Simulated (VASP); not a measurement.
The system is CuO.

```
Cu O
1.0
     2.71906    0.00000    0.00000
     0.00000    2.71906    0.00000
     0.00000    0.00000    5.15121
Cu O
2 2
Cartesian
  0.0000 1.3595 0.0000
  1.3595 0.0000 2.5756
  0.0000 0.0000 1.2878
  0.0000 0.0000 3.8634
```

Base run:

- Program: VASP 6.6.1
- Functional: PBE
- Potentials or basis: VASP PAW PBE potentials, release 64 (Cu, O)
- Cutoff: 520 eV
- k mesh: 8 × 8 × 6
- Occupations: fermi-dirac, width 0.05 eV
- Spin: no spin polarisation

Its results: band gap on the k mesh zero (band 17 reaches 7.55 eV, above the bottom of band 18 at 6.35 eV); pressure 31.1 GPa.

Problem. The run is repeated on the same cell with these changes: potentials or basis from VASP PAW PBE potentials, release 64 (Cu, O) to VASP PAW PBE potentials, release 64 (Cu_sv_GW, O); cutoff from 520 eV to 700 eV; further incar settings from ALGO = Normal; EDIFF = 1e-06; NBANDS = 25 to ALGO = Normal; EDIFF = 1e-06; NBANDS = 33; valence electrons from 34 to 50. What comes out?

Solution. Band gap on the k mesh zero (band 25 reaches 7.58 eV, above the bottom of band 26 at 6.39 eV); pressure 26.8 GPa.

Caveats: semilocal functionals often make such compounds metallic where correlation or magnetic order opens a gap, which also shifts bond lengths.
